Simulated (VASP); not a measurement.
# Gd (Im-3m) in VASP: a series of runs, part 2 of 2

VASP 6.6.1.

### Step 3. Single point, PBEsol, collinear spin, ferromagnetic start

File INCAR:

```
SYSTEM = Gd
PREC = Accurate
ENCUT = 520
EDIFF = 1E-6
ISMEAR = -1
SIGMA = 0.05
LREAL = .FALSE.
LASPH = .TRUE.
NELM = 150
ALGO = Normal
ISIF = 2
LWAVE = .FALSE.
LCHARG = .TRUE.
ISPIN = 2
MAGMOM = 2.01
LORBIT = 11
LMAXMIX = 6
GGA = PS
LELF = .TRUE.
LVHAR = .TRUE.
NBANDS = 19
```

File KPOINTS:

```
Automatic mesh
0
G
  9 9 9
  0 0 0
```

File POSCAR:

```
Gd
1.0
   -2.0250000000      2.0250000000      2.0250000000
    2.0250000000     -2.0250000000      2.0250000000
    2.0250000000      2.0250000000     -2.0250000000
Gd
1
Direct
    0.0000000000      0.0000000000      0.0000000000
```

Potentials or basis: VASP PAW PBE potentials, release 64 (Gd).

Command:

```sh
cat potpaw_PBE.64/Gd/POTCAR > POTCAR
mpirun -np 1 vasp_std > vasp.out
```

OUTCAR:

```text
SYSTEM = Gd
   PREC = Accurate
   ENCUT = 520
   EDIFF = 1E-6
   ISMEAR = -1
   LREAL = .FALSE.
   LASPH = .TRUE.
   NELM = 150
   ISIF = 2
   ISPIN = 2
   LORBIT = 11
   GGA = PS

 ion  position               nearest neighbor table
   1  0.000  0.000  0.000-

  LATTYP: Found a body centered cubic cell.
 ALAT       =     4.0500000000

  Lattice vectors:

 A1 = (  -2.0250000000,   2.0250000000,   2.0250000000)
 A2 = (   2.0250000000,  -2.0250000000,   2.0250000000)
 A3 = (   2.0250000000,   2.0250000000,  -2.0250000000)

Analysis of symmetry for initial positions (statically):
=====================================================================
 Subroutine PRICEL returns:
 Original cell was already a primitive cell.

 Routine SETGRP: Setting up the symmetry group for a
 body centered cubic supercell.

 Subroutine GETGRP returns: Found 48 space group operations
 (whereof 48 operations were pure point group operations)
 out of a pool of 48 trial point group operations.

The static configuration has the point symmetry O_h .

Analysis of symmetry for dynamics (positions and initial velocities):
=====================================================================
 Subroutine PRICEL returns:
 Original cell was already a primitive cell.

 Routine SETGRP: Setting up the symmetry group for a
 body centered cubic supercell.

 Subroutine GETGRP returns: Found 48 space group operations
 (whereof 48 operations were pure point group operations)
 out of a pool of 48 trial point group operations.

The dynamic configuration has the point symmetry O_h .

Analysis of structural, dynamic, and magnetic symmetry:
=====================================================================
 Subroutine PRICEL returns:
 Original cell was already a primitive cell.

 Routine SETGRP: Setting up the symmetry group for a
 body centered cubic supercell.

 Subroutine GETGRP returns: Found 48 space group operations
 (whereof 48 operations were pure point group operations)
 out of a pool of 48 trial point group operations.

The overall configuration has the point symmetry O_h .

 Subroutine INISYM returns: Found 48 space group operations
 (whereof 48 operations are pure point group operations),
 and found     1 'primitive' translations

----------------------------------------------------------------------------------------

                                     Primitive cell

  volume of cell :      33.2151

  direct lattice vectors                    reciprocal lattice vectors
    -2.025000000  2.025000000  2.025000000     0.000000000  0.246913580  0.246913580
     2.025000000 -2.025000000  2.025000000     0.246913580  0.000000000  0.246913580
     2.025000000  2.025000000 -2.025000000     0.246913580  0.246913580  0.000000000

  length of vectors
     3.507402885  3.507402885  3.507402885     0.349188534  0.349188534  0.349188534

  position of ions in fractional coordinates (direct lattice)
     0.000000000  0.000000000  0.000000000

  ion indices of the primitive-cell ions
   primitive index   ion index
                 1           1

----------------------------------------------------------------------------------------

 KPOINTS: Automatic mesh

Automatic generation of k-mesh.
 Grid dimensions read from file:
 generate k-points for:    9    9    9

 Generating k-lattice:

  Cartesian coordinates                     Fractional coordinates (reciprocal lattice)
[... 43 lines left out ...]
   number of dos      NEDOS =    301   number of ions     NIONS =      1
   total plane-waves  NPLWV =  21952
   dimension x,y,z NGX =    28 NGY =   28 NGZ =   28
   dimension x,y,z NGXF=    56 NGYF=   56 NGZF=   56
   ions per type =               1
   NGX,Y,Z   is equivalent  to a cutoff of  13.27, 13.27, 13.27 a.u.
   NGXF,Y,Z  is equivalent  to a cutoff of  26.54, 26.54, 26.54 a.u.
 SYSTEM =  Gd
   PREC   = accura    normal or accurate (medium, high low for compatibility)
   ISTART =      0    job   : 0-new  1-cont  2-samecut
   ICHARG =      2    charge: 1-file 2-atom 10-const
   ISPIN  =      2    spin polarized calculation?
   LNONCOLLINEAR =      F non collinear calculations
   LSORBIT =      F    spin-orbit coupling
   LASPH  =      T    aspherical Exc in radial PAW
   ENCUT  =  520.0 eV  38.22 Ry    6.18 a.u.   6.52  6.52  6.52*2*pi/ulx,y,z
   NELM   =    150;   NELMIN=  2; NELMDL= -5     # of ELM steps
   EDIFF  = 0.1E-05   stopping-criterion for ELM
   LREAL  =      F    real-space projection
   EDIFFG = 0.1E-04   stopping-criterion for IOM
   NSW    =      0    number of steps for IOM
   IBRION =     -1    ionic relax: 0-MD 1-quasi-New 2-CG
   NFREE  =      0    steps in history (QN), initial steepest desc. (CG)
   ISIF   =      2    stress and relaxation
   ISYM   =      2    0-nonsym 1-usesym 2-fastsym
   POTIM  = 0.5000    time-step for ionic-motion
   TEBEG  =    0.0;   TEEND  =   0.0 temperature during run
   PSTRESS=    0.0 pullay stress
   NELECT =      18.0000    total number of electrons
   NUPDOWN=      -1.0000    fix difference up-down
   EMIN   =  10.00;   EMAX   =-10.00  energy-range for DOS
   EFERMI =   0.00;   METHOD = LEGACY
   ISMEAR =    -1;   SIGMA  =   0.05  broadening in eV -4-tet -1-fermi 0-gaus
   EFERMI_NEDOS =   21; number of points for ismear=-14 and -15
   IALGO  =     38    algorithm
   IMIX   =      4    mixing-type and parameters
     AMIX     =   0.40;   BMIX     =  1.00
     AMIX_MAG =   1.60;   BMIX_MAG =  1.00
  volume/ion in A,a.u.               =      33.22       224.15
  Fermi-wavevector in a.u.,A,eV,Ry     =   1.334711  2.522238 24.238153  1.781454
  Thomas-Fermi vector in A             =   2.463472
   LORBIT       =     11    0 simple, 1 ext, 2 COOP (PROOUT), +10 PAW based schemes
   GGA     = PS    functional components
   LHFCALC =     F    Hartree Fock is set to
   AEXX    =    0.0000 exact exchange contribution
   IVDW    =     0    specifies the selected vdW correction
   LEPSILON=     F    determine dielectric tensor
   LRPA    =     F    only Hartree local field effects (RPA)
 spin polarized calculation
  energy-cutoff  :      520.00
  volume of cell :       33.22
 maximum number of plane-waves:       935
 NGX is ok and might be reduce to    28
   NGX = 13   NGY = 13   NGZ = 13

 number of electron      18.0000009 magnetization       7.6066682

 Free energy of the ion-electron system (eV)
  ---------------------------------------------------
  ext. energy  EPLUGINS =         0.00000000
  ---------------------------------------------------
  free energy    TOTEN  =       -11.94213028 eV

  energy without entropy =      -11.92666754  energy(sigma->0) =      -11.93439891

 E-fermi :   2.8287     XC(G=0): -10.0924

 val. band max:        2.8103646094   @ k =  -0.3333  -0.4444   0.1111
 cond. band min:       2.8401895597   @ k =  -0.4444   0.4444   0.2222
 fundamental gap:      0.0298249503
 Fermi energy:         2.8287365926

 spin component 1

 k-point     1 :       0.0000    0.0000    0.0000
  band No.  band energies     occupation
      1     -42.4420      1.00000
      2     -19.4742      1.00000
      3     -19.4742      1.00000
      4     -19.4742      1.00000
      5      -2.2558      1.00000
      6      -2.0186      1.00000
[... 517 lines left out ...]
     18      10.4072      0.00000
     19      12.8804      0.00000

 [... further k-points ...]

 spin component 2

 k-point     1 :       0.0000    0.0000    0.0000
  band No.  band energies     occupation
      1     -39.2267      1.00000
      2     -17.0517      1.00000
      3     -17.0517      1.00000
      4     -17.0517      1.00000
      5      -1.3900      1.00000
      6       3.1593      0.00134
[... 517 lines left out ...]
     18      11.8402      0.00000
     19      14.1789      0.00000

 [... further k-points ...]
[... 5 lines left out ...]
  --------------------------------------------------------------------------------------
  -------------------------------------------------------------------------------------
  Total       -0.4945162     -0.4945162     -0.4945162      0.0000000      0.0000000     -0.0000000
  in kB      -23.8537162    -23.8537162    -23.8537162      0.0000000      0.0000000     -0.0000000
  external PRESSURE =     -23.8537162 kB  Pullay stress =       0.0000000 kB

 VOLUME and BASIS-vectors are now :
 -----------------------------------------------------------------------------
  energy-cutoff  :      520.00
  volume of cell :       33.22
      direct lattice vectors                 reciprocal lattice vectors
    -2.025000000  2.025000000  2.025000000     0.000000000  0.246913580  0.246913580
     2.025000000 -2.025000000  2.025000000     0.246913580  0.000000000  0.246913580
     2.025000000  2.025000000 -2.025000000     0.246913580  0.246913580  0.000000000

 POSITION                                       TOTAL-FORCE (eV/Angst)
 -----------------------------------------------------------------------------------
      0.00000      0.00000      0.00000         0.000000     -0.000000      0.000000
 -----------------------------------------------------------------------------------
    total drift:                               -0.000000     -0.000000     -0.000000

  FREE ENERGIE OF THE ION-ELECTRON SYSTEM (eV)
  ---------------------------------------------------
  free  energy   TOTEN  =       -11.9421302846 eV

  energy  without entropy=      -11.9266675404  energy(sigma->0) =      -11.93439891

 total charge

# of ion       s       p       d       f       tot
--------------------------------------------------
    1        2.071   5.543   0.582   6.985  15.181

 magnetization (x)

# of ion       s       p       d       f       tot
--------------------------------------------------
    1        0.002  -0.050   0.235   6.812   7.000
```

OSZICAR:

```text
N       E                     dE             d eps       ncg     rms          rms(c)
DAV:   1     0.967778482326E+02    0.96778E+02   -0.59660E+03  3395   0.465E+03
[... 12 lines left out ...]
DAV:  14    -0.119491016213E+02    0.19610E-01   -0.71574E-03  4130   0.170E+00    0.205E+00
DAV:  15    -0.119446153916E+02    0.44862E-02   -0.72959E-03  4185   0.202E+00    0.106E+00
DAV:  16    -0.119421853163E+02    0.24301E-02   -0.52706E-03  3850   0.157E+00    0.290E-01
DAV:  17    -0.119421375318E+02    0.47784E-04   -0.16965E-03  5069   0.712E-01    0.709E-01
DAV:  18    -0.119421433243E+02   -0.57925E-05   -0.21682E-04  4509   0.956E-02    0.197E-01
DAV:  19    -0.119421304920E+02    0.12832E-04   -0.73237E-05  3372   0.190E-01    0.317E-01
DAV:  20    -0.119421302846E+02    0.20742E-06   -0.77376E-06  4488   0.493E-02
   1 F= -.11942130E+02 E0= -.11934399E+02  d E =-.154627E-01  mag=     7.6059
```

Run time: 38 s. Hardware: 1 thread of Intel Xeon 6975P-C (Granite Rapids), shared host; peak memory 0.2 GiB.

Results:

| Property | Result |
| --- | --- |
| Free energy | -11.9421 eV |
| Pressure | -2.4 GPa |
| Net moment | 7.61 μB per cell |
| Site moments | Gd +7.00 μB |
| Valence electrons inside the program's atomic spheres | Gd 15.18 |

Caveat: the PAW data sets were made with another functional, which shifts forces and pressure a little; spin-orbit coupling is left out, which moves the levels of the heavy elements. The state reached can hang on the start; a lower one may exist.

### Step 4. Single point, PBEsol, collinear spin, ferromagnetic start

File INCAR:

```
PREC = Accurate
ENCUT = 520
EDIFF = 1E-6
ISMEAR = -1
SIGMA = 0.05
LREAL = False
LASPH = True
NELM = 150
ALGO = Normal
ISIF = 2
LWAVE = False
LCHARG = True
ISPIN = 2
MAGMOM = 8.5
LORBIT = 11
LMAXMIX = 6
GGA = PS
LELF = True
LVHAR = True
NBANDS = 19
```

File KPOINTS:

```
Automatic mesh
0
Gamma
  9 9 9
```

POSCAR is that of step 3.

Command:

```sh
cat potpaw_PBE.64/Gd/POTCAR > POTCAR
mpirun -np 1 vasp_std > vasp.out
```

It took 40 s on 1 thread of Intel Xeon 6975P-C (Granite Rapids), shared host; peak memory 0.2 GiB.

It converged, with:

```yaml
Free_energy: -11.9421 eV
Pressure: -2.1 GPa
Net_moment: 7.61 μB per cell
Site_moments: Gd +7.00 μB
Valence_electrons_inside_the_program's_atomic_spheres: Gd 15.18
```

Levels at points of the mesh, in eV from the Fermi level:
Spin up:
```tsv
k point	band 11	band 12	band 13	band 14	band 15	band 16
(0.00, 0.00, 0.00)	-4.72	-4.69	1.27	1.27	1.27	3.50
```
Spin down:
```
           k point  band 3  band 4  band 5  band 6  band 7  band 8
(0.00, 0.00, 0.00)  -19.88  -19.88   -4.22    0.33    0.33    0.33
```

Caveat: the PAW data sets were made with another functional, which shifts forces and pressure a little; spin-orbit coupling is left out, which moves the levels of the heavy elements. The state reached can hang on the start; a lower one may exist.
